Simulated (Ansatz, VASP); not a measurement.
## InGa5As6 in VASP and in Ansatz

The input INCAR:

```
SYSTEM = InGa5As6
PREC = Accurate ; ENCUT = 520
EDIFF = 1E-7 ; ISMEAR = 0
SIGMA = 0.1 ; LREAL = .FALSE.
LASPH = .TRUE. ; NELM = 100
ALGO = Normal ; ISIF = 2
LWAVE = .FALSE. ; LCHARG = .FALSE.
GGA = PE ; NBANDS = 66
```

File KPOINTS:

```
Automatic mesh
0
G
  4 4 1
  0 0 0
```

The input POSCAR:

```
InGa5As6
1.0
    4.1097933000      0.0000000000      0.0000000000
    0.0000000000      4.1097933000      0.0000000000
    0.0000000000      0.0000000000     17.5117382000
In Ga As
1 5 6
Direct
    0.5000000000      0.5000000000      0.5000000000
    0.0000000000      0.0000000000      0.0000000000
    0.5000000000      0.5000000000      0.1624480000
    0.0000000000      0.0000000000      0.3249870000
    0.0000000000      0.0000000000      0.6750130000
    0.5000000000      0.5000000000      0.8375520000
    0.5000000000      0.0000000000      0.2436620000
    0.0000000000      0.5000000000      0.4055600000
    0.5000000000      0.0000000000      0.5944400000
    0.0000000000      0.5000000000      0.7563380000
    0.5000000000      0.0000000000      0.9187870000
    0.0000000000      0.5000000000      0.0812130000
```

Input for Ansatz:

```yaml
crystal:
  lattice:
    - [4.1097933, 0.0, 0.0]
    - [0.0, 4.1097933, 0.0]
    - [0.0, 0.0, 17.5117382]
  atoms:
    - { symbol: In, position: [0.5, 0.5, 0.5] }
    - { symbol: Ga, position: [0.0, 0.0, 0.0] }
    - { symbol: Ga, position: [0.5, 0.5, 0.162448] }
    - { symbol: Ga, position: [0.0, 0.0, 0.324987] }
    - { symbol: Ga, position: [0.0, 0.0, 0.675013] }
    - { symbol: Ga, position: [0.5, 0.5, 0.837552] }
    - { symbol: As, position: [0.5, 0.0, 0.243662] }
    - { symbol: As, position: [0.0, 0.5, 0.40556] }
    - { symbol: As, position: [0.5, 0.0, 0.59444] }
    - { symbol: As, position: [0.0, 0.5, 0.756338] }
    - { symbol: As, position: [0.5, 0.0, 0.918787] }
    - { symbol: As, position: [0.0, 0.5, 0.081213] }
basis:
  ecutwfc: 420
kpoints:
  mp_grid: { grid: [4, 4, 1] }
hamiltonian:
  xc: pbe
scf:
  occupations: { method: gaussian, width: 0.1 }
  lower_state_search: "off"
output:
  forces: true
  stress: true
  eigenvalues: true
```

Alike in both runs: task single point; functional PBE; k mesh 4 × 4 × 1; occupations gaussian, width 0.1 eV; no spin polarisation.

|  | VASP | Ansatz |
| --- | --- | --- |
| version | VASP 6.6.1 | Ansatz 0.2.0 |
| potentials or method | VASP PAW PBE potentials, release 64 (In_d, Ga_d, As), cutoff 520 eV | scalar-relativistic, plane waves, PAW |
| valence electrons in the cell | 108 | 168 |

```csv
,VASP,Ansatz,Ansatz less VASP
gap on the k mesh at the Fermi level (eV),none,none,-
pressure (GPa),0.5,0.4,-0.14
"traceless stress, the component that is largest in VASP (GPa)",-0.61,-0.61,+0.002
rms of the force components (eV/Å),0.007,0.009,+0.0016
```

Atom by atom the forces differ by 0.002 eV/Å (rms over components). A gap of «none» marks a metal or a gap that the smearing closes. VASP's potentials hold 108 valence electrons a cell and Ansatz's 168, so a difference there can come from the potentials and not from the codes.

The k mesh is coarse, so the values compare programs but aren't converged.
